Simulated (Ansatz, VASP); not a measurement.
One calculation of MnSi, two programs

```
Mn Si
1.0
     4.48425    0.00000    0.00000
     0.00000    4.48425    0.00000
     0.00000    0.00000    4.48425
Mn Si
4 4
Cartesian
  1.6302 0.6119 3.8723
  0.6119 3.8723 1.6302
  3.8723 1.6302 0.6119
  2.8540 2.8540 2.8540
  2.9337 3.7927 0.6915
  3.7927 0.6915 2.9337
  0.6915 2.9337 3.7927
  1.5506 1.5506 1.5506
```

Alike in both runs: task relaxation of cell and atoms; functional LDA; k mesh 4 × 4 × 4; occupations gaussian, width 0.1 eV; no spin polarisation.

```csv
,VASP,Ansatz
version,VASP 6.6.1,Ansatz 0.2.0
potentials or method,"VASP PAW LDA potentials, release 64 (Mn_pv, Si), cutoff 600 eV","scalar-relativistic, plane waves, PAW"
valence electrons in the cell,68,76
```

```tsv
	VASP	Ansatz	Ansatz less VASP
gap on the k mesh at the Fermi level, each at its own relaxed structure (eV)	none	none	-
relaxed volume (Å³/atom)	10.81	10.78	-0.026
relaxed length of the cell vector where the two differ most in proportion (Å)	4.422	4.418	-0.0035
```

LDA's correlation is that of Perdew and Zunger in VASP and of Perdew and Wang (1992) in Ansatz. A gap of «none» marks a metal or a gap that the smearing closes. VASP's potentials hold 68 valence electrons a cell and Ansatz's 76, so a difference there can come from the potentials and not from the codes.
